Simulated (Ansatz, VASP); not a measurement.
**Two plane-wave programs on ZnO**

```
Zn O
1.0
     2.64617    0.00000    0.00000
     0.00000    2.64617    0.00000
     0.00000    0.00000    2.64617
Zn O
1 1
Direct
  0.00000 0.00000 0.00000
  0.50000 0.50000 0.50000
```

Alike in both runs: task single point; functional LDA; k mesh 10 × 10 × 10; occupations fermi-dirac, width 0.02 eV; no spin polarisation.

|  | VASP | Ansatz |
| --- | --- | --- |
| version | VASP 6.6.1 | Ansatz 0.2.0 |
| potentials or method | VASP PAW LDA potentials, release 64 (Zn, O_h) | plane waves, PAW |
| plane-wave cutoff (eV) | 1340 | 420 |
| valence electrons in the cell | 18 | 18 |

Ansatz gave:

* pressure (GPa): -7.4

Task: Which values does VASP return?

Result: Pressure (GPa): -6.3.

LDA's correlation is that of Perdew and Zunger in VASP and of Perdew and Wang (1992) in Ansatz.
